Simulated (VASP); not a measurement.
Here is a VASP 6.6.1 calculation.

INCAR

```
SYSTEM = Cu
PREC     = Accurate       ! precision mode
ENCUT    = 600            ! plane-wave cutoff, eV
EDIFF    = 1E-7           ! SCF threshold, eV
ISMEAR   = -1             ! smearing method
SIGMA    = 0.1            ! smearing width, eV
LREAL    = .FALSE.        ! projectors in reciprocal space
LASPH    = .TRUE.         ! aspherical terms in the spheres
NELM     = 120            ! most SCF steps
ALGO     = Normal         ! electronic algorithm
ISIF     = 3              ! what is computed and relaxed
LWAVE    = .FALSE.        ! write WAVECAR
LCHARG   = .FALSE.        ! write CHGCAR
GGA      = PS             ! functional
IBRION   = 2              ! ionic algorithm
NSW      = 80             ! ionic steps
EDIFFG   = -0.01          ! ionic threshold
PSTRESS  = 50.0         
GGA_COMPAT= .FALSE.      
NELMIN   = 4
```

Contents of KPOINTS:

```
Automatic mesh
0
G
  21 21 21
  0 0 0
```

The input POSCAR:

```
Cu
1.0
    0.0000000000      1.8100000000      1.8100000000
    1.8100000000      0.0000000000      1.8100000000
    1.8100000000      1.8100000000      0.0000000000
Cu
1
Direct
    0.0000000000      0.0000000000      0.0000000000
```

Potentials or basis: VASP PAW PBE potentials, release 64 (Cu).

Run with:

```sh
$ cat potpaw_PBE.64/Cu/POTCAR > POTCAR
$ mpirun -np 1 vasp_std > vasp.out
```

(1) Estimate the relaxed cell.

(2) Estimate the band gap on the k mesh.

(3) Estimate the relaxed volume.

(4) What does it give for the space group after relaxing (to 0.1 Å)?

Results:

(1) a = 2.500 Å, b = 2.500 Å, c = 2.500 Å, α = 60.00°, β = 60.00°, γ = 60.00°.

(2) zero (an odd number of electrons rules out a gap without spin polarisation).

(3) 11.05 Å³/atom.

(4) Fm-3m (No. 225).

Caveat: the cell is relaxed towards a set pressure, so the run minimises the enthalpy, not the energy; the PAW data sets were made with another functional, which shifts forces and pressure a little.
